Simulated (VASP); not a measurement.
# Li3S2 (P1) in VASP: single point with PBE

Aim: the single point of Li3S2 with PBE.

Everything below comes from runs of VASP 6.6.1. Logs are shortened: lines on timing, memory, paths and dates and some standing lists are left out, and cuts for length are marked.

## (1) The cell of the first run

The typed cell holds 5 atoms: a = 4.358 Å, b = 3.918 Å, c = 5.423 Å, α = 79.93°, β = 106.25°, γ = 117.91°.

## (2) Single point, PBE

The input, INCAR:

```
  PREC = Accurate
  ENCUT = 520
  EDIFF = 1E-6
  ISMEAR = 0
  SIGMA = 0.1
  LREAL = F
  LASPH = T
  NELM = 80
  ALGO = Normal
  ISIF = 2
  LWAVE = F
  LCHARG = T
  GGA = PE
  LELF = T
  LVHAR = T
  NBANDS = 18
```

The input, KPOINTS:

```
Automatic mesh
0
Gamma
  6 6 4
```

The input, POSCAR:

```
Li3S2
1.0
    4.3124480694      0.2098936417     -0.5940046907
   -1.9691947353      3.3686236630      0.3488421466
   -0.7989607675      0.0805187526      5.3629062731
Li S
3 2
Direct
   -0.0002027482     -0.0001609334      0.0001269998
    0.3142619789      0.7439615618      0.6870138665
    0.6858380571      0.2560280040      0.3130922591
    0.2850684615      0.5598130118      0.2508966401
    0.7150342507      0.4403583558      0.7488702345
```

Potentials or basis: VASP PAW PBE potentials, release 64 (Li_sv, S).

Run with:

```bash
cat potpaw_PBE.64/Li_sv/POTCAR potpaw_PBE.64/S/POTCAR > POTCAR
mpirun -np 1 vasp_std > vasp.out
```

OUTCAR:

```text
PREC = Accurate
   ENCUT = 520
   EDIFF = 1E-6
   ISMEAR = 0
   LREAL = F
   LASPH = T
   NELM = 80
   ISIF = 2
   GGA = PE

 ion  position               nearest neighbor table
   1  1.000  1.000  0.000-   4 2.40   5 2.40   4 2.57   5 2.57
   2  0.314  0.744  0.687-   5 2.41   5 2.46   5 2.48   4 2.54
   3  0.686  0.256  0.313-   4 2.41   4 2.46   4 2.48   5 2.54
   4  0.285  0.560  0.251-   1 2.40   3 2.41   3 2.46   3 2.48   2 2.54   1 2.57
   5  0.715  0.440  0.749-   1 2.40   2 2.41   2 2.46   2 2.48   3 2.54   1 2.57

  LATTYP: Found a triclinic cell.
 ALAT       =     3.9175303613
 B/A-ratio  =     1.8439687567
 C/A-ratio  =     1.9619090906
 COS(alpha) =     0.0098672238
 COS(beta)  =     0.6517510216
 COS(gamma) =     0.6735956065

  Lattice vectors:

 A1 = (   1.9691947353,  -3.3686236630,  -0.3488421466)
 A2 = (   2.7681555028,  -3.4491424156,  -5.7117484197)
 A3 = (   5.4826820372,  -3.0782112687,   4.4200594358)

Analysis of symmetry for initial positions (statically):
=====================================================================
 Subroutine PRICEL returns:
 Original cell was already a primitive cell.

 Routine SETGRP: Setting up the symmetry group for a
 triclinic supercell.

 Subroutine GETGRP returns: Found  1 space group operations
 (whereof  1 operations were pure point group operations)
 out of a pool of  2 trial point group operations.

The static configuration has the point symmetry C_1 .

Analysis of symmetry for dynamics (positions and initial velocities):
=====================================================================
 Subroutine PRICEL returns:
 Original cell was already a primitive cell.

 Routine SETGRP: Setting up the symmetry group for a
 triclinic supercell.

 Subroutine GETGRP returns: Found  1 space group operations
 (whereof  1 operations were pure point group operations)
 out of a pool of  2 trial point group operations.

The dynamic configuration has the point symmetry C_1 .

 Subroutine INISYM returns: Found  1 space group operations
 (whereof  1 operations are pure point group operations),
 and found     1 'primitive' translations

----------------------------------------------------------------------------------------
[... 91 lines left out ...]
   ISTART =      0    job   : 0-new  1-cont  2-samecut
   ICHARG =      2    charge: 1-file 2-atom 10-const
   ISPIN  =      1    spin polarized calculation?
   LNONCOLLINEAR =      F non collinear calculations
   LSORBIT =      F    spin-orbit coupling
   LASPH  =      T    aspherical Exc in radial PAW
   ENCUT  =  520.0 eV  38.22 Ry    6.18 a.u.   8.10  7.28 10.08*2*pi/ulx,y,z
   NELM   =     80;   NELMIN=  2; NELMDL= -5     # of ELM steps
   EDIFF  = 0.1E-05   stopping-criterion for ELM
   LREAL  =      F    real-space projection
   EDIFFG = 0.1E-04   stopping-criterion for IOM
   NSW    =      0    number of steps for IOM
   IBRION =     -1    ionic relax: 0-MD 1-quasi-New 2-CG
   NFREE  =      0    steps in history (QN), initial steepest desc. (CG)
   ISIF   =      2    stress and relaxation
   ISYM   =      2    0-nonsym 1-usesym 2-fastsym
   POTIM  = 0.5000    time-step for ionic-motion
   TEBEG  =    0.0;   TEEND  =   0.0 temperature during run
   PSTRESS=    0.0 pullay stress
   NELECT =      21.0000    total number of electrons
   NUPDOWN=      -1.0000    fix difference up-down
   EMIN   =  10.00;   EMAX   =-10.00  energy-range for DOS
   EFERMI =   0.00;   METHOD = LEGACY
   ISMEAR =     0;   SIGMA  =   0.10  broadening in eV -4-tet -1-fermi 0-gaus
   EFERMI_NEDOS =   21; number of points for ismear=-14 and -15
   IALGO  =     38    algorithm
   IMIX   =      4    mixing-type and parameters
     AMIX     =   0.40;   BMIX     =  1.00
     AMIX_MAG =   1.60;   BMIX_MAG =  1.00
  volume/ion in A,a.u.               =      15.69       105.87
  Fermi-wavevector in a.u.,A,eV,Ry     =   1.055123  1.993893 15.147152  1.113284
  Thomas-Fermi vector in A             =   2.190309
   LORBIT       =      0    0 simple, 1 ext, 2 COOP (PROOUT), +10 PAW based schemes
   GGA     = PE    functional components
   LHFCALC =     F    Hartree Fock is set to
   AEXX    =    0.0000 exact exchange contribution
   IVDW    =     0    specifies the selected vdW correction
   LEPSILON=     F    determine dielectric tensor
   LRPA    =     F    only Hartree local field effects (RPA)
 non-spin polarized calculation
 Gauss-broadening in eV      SIGMA  =   0.10
  energy-cutoff  :      520.00
  volume of cell :       78.44
 maximum number of plane-waves:      2134
   NGX = 17   NGY = 15   NGZ = 21

 number of electron      20.9999997 magnetization

 Free energy of the ion-electron system (eV)
  ---------------------------------------------------
  ext. energy  EPLUGINS =         0.00000000
  ---------------------------------------------------
  free energy    TOTEN  =       -19.18628405 eV

  energy without entropy =      -19.18123386  energy(sigma->0) =      -19.18375896

 E-fermi :   3.0208     XC(G=0):  -8.7694

 val. band max:        3.0180595265   @ k =  -0.0000   0.3333   0.2500
 cond. band min:       3.0666638429   @ k =   0.0000   0.1667   0.2500
 fundamental gap:      0.0486043164
 Fermi energy:         3.0208403120

 k-point     1 :       0.0000    0.0000    0.0000
  band No.  band energies     occupation
      1     -42.6086      2.00000
      2     -42.3865      2.00000
      3     -42.3743      2.00000
      4      -9.8154      2.00000
      5      -8.1382      2.00000
      6      -1.5067      2.00000
[... 481 lines left out ...]
      5      -8.5466      2.00000
      6      -1.0879      2.00000
[... 10 lines left out ...]
     17      11.6424      0.00000
     18      12.8404      0.00000

 [... further k-points ...]
[... 5 lines left out ...]
  --------------------------------------------------------------------------------------
  -------------------------------------------------------------------------------------
  Total       -0.0410620     -0.0245133     -0.0377546      0.0332111     -0.0189856     -0.0033953
  in kB       -0.8387181     -0.5007006     -0.7711614      0.6783575     -0.3877928     -0.0693512
  external PRESSURE =      -0.7035267 kB  Pullay stress =       0.0000000 kB

 VOLUME and BASIS-vectors are now :
 -----------------------------------------------------------------------------
  energy-cutoff  :      520.00
  volume of cell :       78.44
      direct lattice vectors                 reciprocal lattice vectors
     4.312448069  0.209893642 -0.594004691     0.229954688  0.131080630  0.032290388
    -1.969194735  3.368623663  0.348842147    -0.014960178  0.288791694 -0.006564676
    -0.798960768  0.080518753  5.362906273     0.026443293 -0.004266382  0.190469612

 POSITION                                       TOTAL-FORCE (eV/Angst)
 -----------------------------------------------------------------------------------
      2.34259      3.57794     -0.24442         0.000073      0.000160     -0.000479
     -0.65866      2.62741      3.75724         0.003244     -0.002948     -0.003274
      2.20332      1.03162      1.36101        -0.003271      0.003353      0.002707
     -0.07349      1.96584      1.37149         0.011260      0.001456      0.012373
      1.61808      1.69378      3.74500        -0.011307     -0.002020     -0.011327
 -----------------------------------------------------------------------------------
    total drift:                                0.000010      0.000033      0.000028

  FREE ENERGIE OF THE ION-ELECTRON SYSTEM (eV)
  ---------------------------------------------------
  free  energy   TOTEN  =       -19.1862840456 eV

  energy  without entropy=      -19.1812338647  energy(sigma->0) =      -19.18375896
```

OSZICAR:

```text
N       E                     dE             d eps       ncg     rms          rms(c)
DAV:   1     0.107018661354E+03    0.10702E+03   -0.83990E+03  2736   0.111E+03
DAV:   2    -0.632876454513E+01   -0.11335E+03   -0.10973E+03  3440   0.242E+02
DAV:   3    -0.189871312294E+02   -0.12658E+02   -0.12587E+02  5118   0.597E+01
DAV:   4    -0.194334179875E+02   -0.44629E+00   -0.44541E+00  3868   0.142E+01
DAV:   5    -0.194601035179E+02   -0.26686E-01   -0.26682E-01  4448   0.273E+00    0.584E+00
DAV:   6    -0.192032949621E+02    0.25681E+00   -0.36386E-01  3334   0.256E+00    0.399E+00
DAV:   7    -0.191786283045E+02    0.24667E-01   -0.25870E-01  3782   0.224E+00    0.143E+00
DAV:   8    -0.191857841321E+02   -0.71558E-02   -0.58905E-02  3632   0.125E+00    0.378E-01
DAV:   9    -0.191856444334E+02    0.13970E-03   -0.28921E-03  3876   0.304E-01    0.127E-01
DAV:  10    -0.191862802059E+02   -0.63577E-03   -0.11301E-03  3170   0.197E-01    0.511E-02
DAV:  11    -0.191862790496E+02    0.11563E-05   -0.51797E-05  4184   0.497E-02    0.497E-02
DAV:  12    -0.191862851477E+02   -0.60980E-05   -0.41626E-05  3378   0.299E-02    0.197E-02
DAV:  13    -0.191862840142E+02    0.11335E-05   -0.48517E-06  4106   0.124E-02    0.108E-02
DAV:  14    -0.191862840456E+02   -0.31364E-07   -0.13402E-07  1790   0.243E-03
   1 F= -.19186284E+02 E0= -.19183759E+02  d E =-.505018E-02
```

It took 69 s on 1 thread of Intel Xeon Platinum 8259CL at 2.50GHz (Skylake/Cascade Lake), shared host; peak memory 0.23 GiB.

What came out:

* Free energy: -19.1863 eV
* Largest force: 0.017 eV/Å

Forces on the atoms (eV/Å):
```
Li   0.000  0.000  0.000
Li   0.003 -0.003 -0.003
Li  -0.003  0.003  0.003
S    0.011  0.001  0.012
S   -0.011 -0.002 -0.011
```

Levels at points of the mesh, in eV from the Fermi level:
```csv
k point,band 8,band 9,band 10,band 11,band 12,band 13
"(0.00, 0.00, 0.00)",-1.90,-1.74,-1.23,1.04,3.27,3.85
"(0.50, 0.00, 0.00)",-2.39,-2.21,-2.17,-1.24,4.65,4.81
"(0.00, 0.50, 0.00)",-2.93,-2.38,-1.85,0.69,3.55,4.01
"(0.50, 0.50, 0.00)",-2.67,-2.15,-2.13,-1.55,4.32,4.52
"(0.00, 0.00, 0.50)",-1.99,-1.88,-1.62,-1.21,4.02,4.52
"(0.50, 0.00, 0.50)",-2.54,-1.38,-1.15,0.79,3.56,4.41
"(0.00, 0.50, 0.50)",-2.59,-2.33,-1.85,-1.60,4.11,5.60
"(0.50, 0.50, 0.50)",-2.63,-2.58,-1.17,0.80,3.09,4.47
```

Caveat: the cutoff is under 1.25 times the usual one of these potentials, so pressure, stress and relaxed cells hold a basis-set (Pulay) error.
